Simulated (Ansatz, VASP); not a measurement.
One calculation of HfB4, two programs

```
CELL_PARAMETERS angstrom
3.11992 0.00000 0.00000
-1.55996 2.70193 0.00000
0.00000 0.00000 10.72224
ATOMIC_POSITIONS crystal
Hf 0.33333 0.66667 0.75000
Hf 0.66667 0.33333 0.25000
B 0.66667 0.33333 0.60678
B 0.00000 0.00000 0.58563
B 0.66667 0.33333 0.89322
B 0.00000 0.00000 0.91437
B 0.33333 0.66667 0.10678
B 0.00000 0.00000 0.08563
B 0.33333 0.66667 0.39322
B 0.00000 0.00000 0.41437
```

Alike in both runs: functional PBE; dispersion D3(BJ); k mesh 12 × 12 × 4; occupations gaussian, width 0.1 eV; no spin polarisation.

Ansatz relaxed the structure, and its values are those at the end. VASP's run is a single point on that final structure, the one shown.

```csv
,VASP,Ansatz
version,VASP 6.6.1,Ansatz 0.2.0
potentials or method,"VASP PAW PBE potentials, release 64 (Hf_pv, B), cutoff 520 eV","scalar-relativistic, plane waves, PAW"
valence electrons in the cell,44,76
```

```csv
,VASP,Ansatz,Ansatz less VASP
gap on the k mesh at the Fermi level (eV),none,none,-
pressure (GPa),-0.1,0.0,+0.10
rms of the force components (eV/Å),0.007,0.001,-0.0067
```

A gap of «none» marks a metal or a gap that the smearing closes. VASP's potentials hold 44 valence electrons a cell and Ansatz's 76, so a difference there can come from the potentials and not from the codes.

Spin-orbit coupling is off throughout.
